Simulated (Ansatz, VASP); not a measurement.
Two plane-wave programs on AlN

Contents of POSCAR:

```
AlN
1.0
    0.0000000000      2.1402745920      2.1402745920
    2.1402745920      0.0000000000      2.1402745920
    2.1402745920      2.1402745920      0.0000000000
Al N
1 1
Direct
    0.0000000000      0.0000000000      0.0000000000
    0.2500000000      0.2500000000      0.2500000000
```

The input INCAR.step1:

```
SYSTEM = AlN
PREC = Accurate ; ENCUT = 520
ISMEAR = 0 ; SIGMA = 0.01
LREAL = .FALSE. ; LASPH = .TRUE.
NELM = 80 ; NBANDS = 11
GGA = PE ; ALGO = Normal
EDIFF = 1E-4 ; LWAVE = .TRUE.
LCHARG = .FALSE.
```

File INCAR.step2:

```
SYSTEM = AlN
PREC = Accurate ; ENCUT = 520
EDIFF = 1E-6 ; ISMEAR = 0
SIGMA = 0.01 ; LREAL = .FALSE.
LASPH = .TRUE. ; NELM = 80
ALGO = Normal ; ISIF = 2
LWAVE = .FALSE. ; LCHARG = .FALSE.
METAGGA = R2SCAN ; LMIXTAU = .TRUE.
NBANDS = 11 ; ISTART = 1
```

Contents of KPOINTS:

```
regular mesh
0
G
  8 8 8
  0 0 0
```

Input for Ansatz:

```yaml
crystal:
  lattice:
    - [0.0, 2.140274592, 2.140274592]
    - [2.140274592, 0.0, 2.140274592]
    - [2.140274592, 2.140274592, 0.0]
  atoms:
    - { symbol: Al, position: [0.0, 0.0, 0.0] }
    - { symbol: "N", position: [0.25, 0.25, 0.25] }
kpoints:
  mp_grid: { grid: [8, 8, 8] }
hamiltonian:
  xc: r2scan
scf:
  occupations: { method: fixed }
  n_extra_bands: 4
output:
  forces: true
  stress: true
  eigenvalues: true
```

Alike in both runs: task single point; functional r2SCAN; k mesh 8 × 8 × 8; no spin polarisation.

|  | VASP | Ansatz |
| --- | --- | --- |
| version | VASP 6.6.1 | Ansatz 0.2.0 |
| potentials or method | VASP PAW PBE potentials, release 64 (Al, N) | plane waves, PAW |
| plane-wave cutoff (eV) | 520 | 500 |
| occupations | gaussian, width 0.01 eV | fixed |
| valence electrons in the cell | 8 | 8 |

VASP gave:

```
gap on the k mesh at the Fermi level (eV) : 3.98
pressure (GPa)                            : 14.3
```

Question: Which values does Ansatz return?

Answer: gap on the k mesh at the Fermi level (eV): 3.99; pressure (GPa): 14.7.

VASP's potentials were made for PBE, not for r2SCAN.
